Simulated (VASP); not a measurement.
# KMgBr3 (P4/mmm) in VASP: further runs, part 2 of 2

VASP 6.6.1. The steps go on from the part before.

## 3. Single point, PBE (uniaxial x strain +2.5%)

INCAR reads:

```
PREC = Accurate
ENCUT = 520
EDIFF = 1E-7
ISMEAR = -1
SIGMA = 0.02
LREAL = False
LASPH = True
NELM = 80
ALGO = Normal
ISIF = 2
LWAVE = False
LCHARG = False
GGA = PE
NBANDS = 24
```

KPOINTS reads:

```
regular mesh
0
Gamma
  6 6 6
```

POSCAR reads:

```
KMgBr3
1.0
    5.4357462659      0.0000000000      0.0000000000
    0.0000000000      5.3031670886      0.0000000000
    0.0000000000      0.0000000000      5.3031670886
K Mg Br
1 1 3
Direct
    0.0000000000      0.0000000000      0.0000000000
    0.5000000000      0.5000000000      0.5000000000
    0.5000000000      0.5000000000      0.0000000000
    0.5000000000      0.0000000000      0.5000000000
    0.0000000000      0.5000000000      0.5000000000
```

Potentials or basis: VASP PAW PBE potentials, release 64 (K_sv, Mg, Br).

On the command line:

```console
> cat potpaw_PBE.64/K_sv/POTCAR potpaw_PBE.64/Mg/POTCAR potpaw_PBE.64/Br/POTCAR > POTCAR
> mpirun -np 1 vasp_std > vasp.out
```

OUTCAR:

```text
PREC = Accurate
   ENCUT = 520
   EDIFF = 1E-7
   ISMEAR = -1
   LREAL = False
   LASPH = True
   NELM = 80
   ISIF = 2
   GGA = PE

 ion  position               nearest neighbor table
   1  0.000  0.000  0.000-
   2  0.500  0.500  0.500-   3 2.65   4 2.65   3 2.65   4 2.65   5 2.72   5 2.72
   3  0.500  0.500  0.000-   2 2.65   2 2.65
   4  0.500  0.000  0.500-   2 2.65   2 2.65
   5  0.000  0.500  0.500-   2 2.72   2 2.72

  LATTYP: Found a simple tetragonal cell.
 ALAT       =     5.3031670886
 C/A-ratio  =     1.0250000000

  Lattice vectors:

 A1 = (   0.0000000000,   5.3031670886,   0.0000000000)
 A2 = (   0.0000000000,   0.0000000000,   5.3031670886)
 A3 = (   5.4357462659,   0.0000000000,   0.0000000000)

Analysis of symmetry for initial positions (statically):
=====================================================================
 Subroutine PRICEL returns:
 Original cell was already a primitive cell.

 Routine SETGRP: Setting up the symmetry group for a
 simple tetragonal supercell.

 Subroutine GETGRP returns: Found 16 space group operations
 (whereof 16 operations were pure point group operations)
 out of a pool of 16 trial point group operations.

The static configuration has the point symmetry D_4h.

Analysis of symmetry for dynamics (positions and initial velocities):
=====================================================================
 Subroutine PRICEL returns:
 Original cell was already a primitive cell.

 Routine SETGRP: Setting up the symmetry group for a
 simple tetragonal supercell.

 Subroutine GETGRP returns: Found 16 space group operations
 (whereof 16 operations were pure point group operations)
 out of a pool of 16 trial point group operations.

The dynamic configuration has the point symmetry D_4h.

 Subroutine INISYM returns: Found 16 space group operations
 (whereof 16 operations are pure point group operations),
 and found     1 'primitive' translations

----------------------------------------------------------------------------------------

                                     Primitive cell

  volume of cell :     152.8727

  direct lattice vectors                    reciprocal lattice vectors
     5.435746266  0.000000000  0.000000000     0.183967380  0.000000000  0.000000000
     0.000000000  5.303167089  0.000000000     0.000000000  0.188566565  0.000000000
     0.000000000  0.000000000  5.303167089     0.000000000  0.000000000  0.188566565

  length of vectors
     5.435746266  5.303167089  5.303167089     0.183967380  0.188566565  0.188566565

  position of ions in fractional coordinates (direct lattice)
     0.000000000  0.000000000  0.000000000
     0.500000000  0.500000000  0.500000000
     0.500000000  0.500000000  0.000000000
     0.500000000  0.000000000  0.500000000
     0.000000000  0.500000000  0.500000000

  ion indices of the primitive-cell ions
   primitive index   ion index
                 1           1
                 2           2
                 3           3
                 4           4
                 5           5

----------------------------------------------------------------------------------------

 KPOINTS: regular mesh

Automatic generation of k-mesh.
 Grid dimensions read from file:
 generate k-points for:    6    6    6

 Generating k-lattice:

  Cartesian coordinates                     Fractional coordinates (reciprocal lattice)
     0.030661230  0.000000000  0.000000000     0.166666667  0.000000000  0.000000000
     0.000000000  0.031427761  0.000000000     0.000000000  0.166666667  0.000000000
     0.000000000  0.000000000  0.031427761     0.000000000  0.000000000  0.166666667

  Length of vectors
     0.030661230  0.031427761  0.031427761

  Shift w.r.t. Gamma in fractional coordinates (k-lattice)
     0.000000000  0.000000000  0.000000000

 Subroutine IBZKPT returns following result:
 ===========================================

 Found     40 irreducible k-points:

 Following reciprocal coordinates:
            Coordinates               Weight
  0.000000  0.000000  0.000000      1.000000
  0.166667  0.000000  0.000000      2.000000
  0.333333  0.000000  0.000000      2.000000
  0.500000  0.000000  0.000000      1.000000
  0.000000  0.166667  0.000000      4.000000
  0.166667  0.166667  0.000000      8.000000
[... 16 lines left out ...]
  0.333333  0.333333  0.166667     16.000000
  0.500000  0.333333  0.166667      8.000000
 [... further k-points ...]
   k-points           NKPTS =     40   k-points in BZ     NKDIM =     40   number of bands    NBANDS=     24
   number of dos      NEDOS =    301   number of ions     NIONS =      5
   total plane-waves  NPLWV =  64000
   dimension x,y,z NGX =    40 NGY =   40 NGZ =   40
   dimension x,y,z NGXF=    80 NGYF=   80 NGZF=   80
   ions per type =               1   1   3
   NGX,Y,Z   is equivalent  to a cutoff of  12.23, 12.54, 12.54 a.u.
   NGXF,Y,Z  is equivalent  to a cutoff of  24.47, 25.08, 25.08 a.u.
 SYSTEM =  unknown system
   PREC   = accura    normal or accurate (medium, high low for compatibility)
   ISTART =      0    job   : 0-new  1-cont  2-samecut
   ICHARG =      2    charge: 1-file 2-atom 10-const
   ISPIN  =      1    spin polarized calculation?
   LNONCOLLINEAR =      F non collinear calculations
   LSORBIT =      F    spin-orbit coupling
   LASPH  =      T    aspherical Exc in radial PAW
   ENCUT  =  520.0 eV  38.22 Ry    6.18 a.u.  10.11  9.86  9.86*2*pi/ulx,y,z
   NELM   =     80;   NELMIN=  2; NELMDL= -5     # of ELM steps
   EDIFF  = 0.1E-06   stopping-criterion for ELM
   LREAL  =      F    real-space projection
   EDIFFG = 0.1E-05   stopping-criterion for IOM
   NSW    =      0    number of steps for IOM
   IBRION =     -1    ionic relax: 0-MD 1-quasi-New 2-CG
   NFREE  =      0    steps in history (QN), initial steepest desc. (CG)
   ISIF   =      2    stress and relaxation
   ISYM   =      2    0-nonsym 1-usesym 2-fastsym
   POTIM  = 0.5000    time-step for ionic-motion
   TEBEG  =    0.0;   TEEND  =   0.0 temperature during run
   PSTRESS=    0.0 pullay stress
   NELECT =      32.0000    total number of electrons
   NUPDOWN=      -1.0000    fix difference up-down
   EMIN   =  10.00;   EMAX   =-10.00  energy-range for DOS
   EFERMI =   0.00;   METHOD = LEGACY
   ISMEAR =    -1;   SIGMA  =   0.02  broadening in eV -4-tet -1-fermi 0-gaus
   EFERMI_NEDOS =   21; number of points for ismear=-14 and -15
   IALGO  =     38    algorithm
   IMIX   =      4    mixing-type and parameters
     AMIX     =   0.40;   BMIX     =  1.00
     AMIX_MAG =   1.60;   BMIX_MAG =  1.00
  volume/ion in A,a.u.               =      30.57       206.33
  Fermi-wavevector in a.u.,A,eV,Ry     =   0.972034  1.836878 12.855472  0.944851
  Thomas-Fermi vector in A             =   2.102300
   LORBIT       =      0    0 simple, 1 ext, 2 COOP (PROOUT), +10 PAW based schemes
   GGA     = PE    functional components
   LHFCALC =     F    Hartree Fock is set to
   AEXX    =    0.0000 exact exchange contribution
   IVDW    =     0    specifies the selected vdW correction
   LEPSILON=     F    determine dielectric tensor
   LRPA    =     F    only Hartree local field effects (RPA)
 non-spin polarized calculation
  energy-cutoff  :      520.00
  volume of cell :      152.87
 maximum number of plane-waves:      4140
   NGX = 21   NGY = 19   NGZ = 19

 number of electron      31.9999994 magnetization

 Free energy of the ion-electron system (eV)
  ---------------------------------------------------
  ext. energy  EPLUGINS =         0.00000000
  ---------------------------------------------------
  free energy    TOTEN  =       -15.25922621 eV

  energy without entropy =      -15.25922621  energy(sigma->0) =      -15.25922621

 E-fermi :   0.3205     XC(G=0):  -7.9244

 val. band max:       -0.1535693836   @ k =   0.5000   0.5000   0.5000
 cond. band min:       2.4830069129   @ k =   0.0000   0.0000   0.0000
 fundamental gap:      2.6365762965
 Fermi energy:         0.3205411750

 k-point     1 :       0.0000    0.0000    0.0000
  band No.  band energies     occupation
      1     -29.0154      2.00000
      2     -13.9126      2.00000
      3     -13.2097      2.00000
      4     -13.1719      2.00000
      5     -12.4831      2.00000
      6     -12.4805      2.00000
[... 637 lines left out ...]
     23       7.9297      0.00000
     24       8.4410      0.00000

 [... further k-points ...]

------------------------ aborting loop because EDIFF is reached ----------------------------------------

  FORCE on cell =-STRESS in cart. coord.  units (eV):
  Direction    XX          YY          ZZ          XY          YZ          ZX
  --------------------------------------------------------------------------------------
  -------------------------------------------------------------------------------------
  Total       -0.3087636      0.3909550      0.3909550      0.0000000      0.0000000     -0.0000000
  in kB       -3.2359875      4.0973929      4.0973929      0.0000000      0.0000000     -0.0000000
  external PRESSURE =       1.6529327 kB  Pullay stress =       0.0000000 kB

 VOLUME and BASIS-vectors are now :
 -----------------------------------------------------------------------------
  energy-cutoff  :      520.00
  volume of cell :      152.87
      direct lattice vectors                 reciprocal lattice vectors
     5.435746266  0.000000000  0.000000000     0.183967380  0.000000000  0.000000000
     0.000000000  5.303167089  0.000000000     0.000000000  0.188566565  0.000000000
     0.000000000  0.000000000  5.303167089     0.000000000  0.000000000  0.188566565

 POSITION                                       TOTAL-FORCE (eV/Angst)
 -----------------------------------------------------------------------------------
      0.00000      0.00000      0.00000         0.000000      0.000000      0.000000
      2.71787      2.65158      2.65158         0.000000      0.000000      0.000000
      2.71787      2.65158      0.00000         0.000000      0.000000      0.000000
      2.71787      0.00000      2.65158         0.000000      0.000000      0.000000
      0.00000      2.65158      2.65158         0.000000      0.000000      0.000000
 -----------------------------------------------------------------------------------
    total drift:                                0.000000     -0.000000     -0.000000

  FREE ENERGIE OF THE ION-ELECTRON SYSTEM (eV)
  ---------------------------------------------------
  free  energy   TOTEN  =       -15.2592262061 eV

  energy  without entropy=      -15.2592262061  energy(sigma->0) =      -15.25922621
```

stdout:

```text
POSCAR found type information on POSCAR K MgBr
 POSCAR found :  3 types and       5 ions
 scaLAPACK will be used
 LDA part: xc-table for (Slater+PW92), standard interpolation
 POSCAR, INCAR and KPOINTS ok, starting setup
 FFT: planning ... GRIDC
 FFT: planning ... GRID_SOFT
 FFT: planning ... GRID
 WAVECAR not read
 entering main loop
```

Run time: 60 s. Hardware: 1 thread of AMD EPYC 9R45 (Zen 5), shared host; peak memory 0.29 GiB.

Results:

```yaml
Free_energy: -15.2592 eV
Pressure: 0.2 GPa
Band_gap_on_the_k_mesh: 2.64 eV (least direct gap 3.13 eV)
```

Levels at points of the mesh, in eV from the valence-band top:
```
           k point  band 14  band 15  band 16  band 17  band 18  band 19
(0.00, 0.00, 0.00)    -0.52    -0.52    -0.49     2.64     4.27     6.11
(0.50, 0.00, 0.00)    -1.03    -0.64    -0.64     4.74     6.17     6.29
(0.00, 0.50, 0.00)    -1.04    -0.68    -0.64     4.90     6.29     6.30
(0.50, 0.50, 0.00)    -1.20    -1.12    -0.08     6.61     6.71     6.84
(0.00, 0.50, 0.50)    -1.28    -1.13    -0.02     6.77     6.77     6.83
(0.50, 0.50, 0.50)    -0.06    -0.06     0.00     5.31     5.49     5.68
```

Caveat: the cell differs from its parent crystal (uniaxial x strain +2.5%).
